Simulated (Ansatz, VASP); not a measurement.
Two plane-wave programs on Li2Se

```
Li Se
1.0
     0.00000    2.97238    2.97238
     2.97238    0.00000    2.97238
     2.97238    2.97238    0.00000
Li Se
2 1
Cartesian
  1.4862 1.4862 1.4862
  4.4586 4.4586 4.4586
  0.0000 0.0000 0.0000
```

Alike in both runs: functional PBEsol; k mesh 8 × 8 × 8; no spin polarisation.

Ansatz relaxed the structure, and its values are those at the end. VASP's run is a single point on that final structure, the one shown.

|  | VASP | Ansatz |
| --- | --- | --- |
| version | VASP 6.6.1 | Ansatz 0.2.0 |
| potentials or method | VASP PAW PBE potentials, release 64 (Li_sv, Se), cutoff 750 eV | scalar-relativistic, plane waves, PAW |
| occupations | gaussian, width 0.01 eV | fixed |
| valence electrons in the cell | 12 | 22 |

VASP gave:

- gap on the k mesh at the Fermi level (eV): 2.81
- least direct gap on the mesh (eV): 3.36
- pressure (GPa): 0.0

Task: What did Ansatz give for the same quantities?

Result: gap on the k mesh at the Fermi level (eV): 2.82; least direct gap on the mesh (eV): 3.36; pressure (GPa): 0.0.

VASP's potentials were made for PBE, not for PBEsol. VASP's potentials hold 12 valence electrons a cell and Ansatz's 22, so a difference there can come from the potentials and not from the codes.
